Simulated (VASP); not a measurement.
Crystal: CuAu.

```
Cu Au
1.0
     2.81075    0.00000    0.00000
     0.00000    2.81075    0.00000
     0.00000    0.00000    3.68500
Cu Au
1 1
Direct
  0.50000 0.50000 0.50000
  0.00000 0.00000 0.00000
```

- Program: VASP 6.6.1
- Task: relaxation of cell and atoms
- Functional: LDA
- Potentials or basis: VASP PAW LDA potentials, release 64 (Cu_sv_GW, Au_sv_GW)
- Cutoff: 820 eV
- k mesh: 11 × 11 × 9
- Occupations: fermi-dirac, width 0.1 eV
- Spin: no spin polarisation

At the start: pressure -9.0 GPa; volume 14.56 Å³/atom.

**Question.** How do energy, volume and symmetry change on relaxing?

**Answer.** Over 10 steps the energy falls by 22.4 meV/atom and the volume is 13.81 Å³/atom (-5.2 %); space group P4/mmm (No. 123, to 0.1 Å) before and after.

Step by step:
| step | energy change (eV) | largest force (eV/Å) | pressure (GPa) | volume (Å³) |
| --- | --- | --- | --- | --- |
| 1 | 0.0000 | 0.0000 | -8.99 | 29.11 |
| 2 | 0.0399 | 0.0000 | 15.97 | 25.80 |
| 3 | -0.0443 | 0.0000 | -0.10 | 27.64 |
| 4 | -0.0443 | 0.0000 | 0.06 | 27.61 |
| 5 | -0.0445 | 0.0000 | 0.10 | 27.61 |
| 6 | -0.0446 | 0.0000 | 0.10 | 27.61 |
| 7 | -0.0448 | 0.0000 | 0.13 | 27.60 |
| 8 | -0.0448 | 0.0000 | 0.13 | 27.60 |
| 9 | -0.0447 | 0.0000 | -0.47 | 27.67 |
| 10 | -0.0448 | 0.0000 | 0.00 | 27.61 |

Final structure:
```
CELL_PARAMETERS angstrom
2.77362 0.00000 0.00000
0.00000 2.77362 0.00000
0.00000 0.00000 3.58927
ATOMIC_POSITIONS crystal
Cu 0.50000 0.50000 0.50000
Au 0.00000 0.00000 0.00000
```
